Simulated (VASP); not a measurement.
A run of VASP 6.6.1 is set up as follows.

File INCAR:

```
SYSTEM = HfH3
PREC = Accurate ; ENCUT = 520
EDIFF = 1E-6 ; ISMEAR = 0
SIGMA = 0.05 ; LREAL = .FALSE.
LASPH = .TRUE. ; NELM = 60
ALGO = Normal ; ISIF = 2
LWAVE = .FALSE. ; LCHARG = .FALSE.
NBANDS = 14
```

File KPOINTS:

```
Automatic mesh
0
G
  18 18 18
  0 0 0
```

The input POSCAR:

```
HfH3
1.0
   -1.5265120000      1.5265120000      3.0340320000
    1.5265120000     -1.5265120000      3.0340320000
    1.5265120000      1.5265120000     -3.0340320000
Hf H
1 3
Direct
    0.0000000000      0.0000000000      0.0000000000
    0.7500000000      0.2500000000      0.5000000000
    0.2500000000      0.7500000000      0.5000000000
    0.5000000000      0.5000000000      0.0000000000
```

Potentials or basis: VASP PAW LDA potentials, release 64 (Hf_pv, H).

Run with:

```bash
$ cat potpaw_LDA.64/Hf_pv/POTCAR potpaw_LDA.64/H/POTCAR > POTCAR
$ mpirun -np 1 vasp_std > vasp.out
```

(1) Predict the pressure.

(2) Estimate the band gap on the k mesh.

Answers

(1) -7.9 GPa.

(2) zero (an odd number of electrons rules out a gap without spin polarisation).

Caveat: the cell stands under tension; spin-orbit coupling is left out, which moves the levels of the heavy elements.
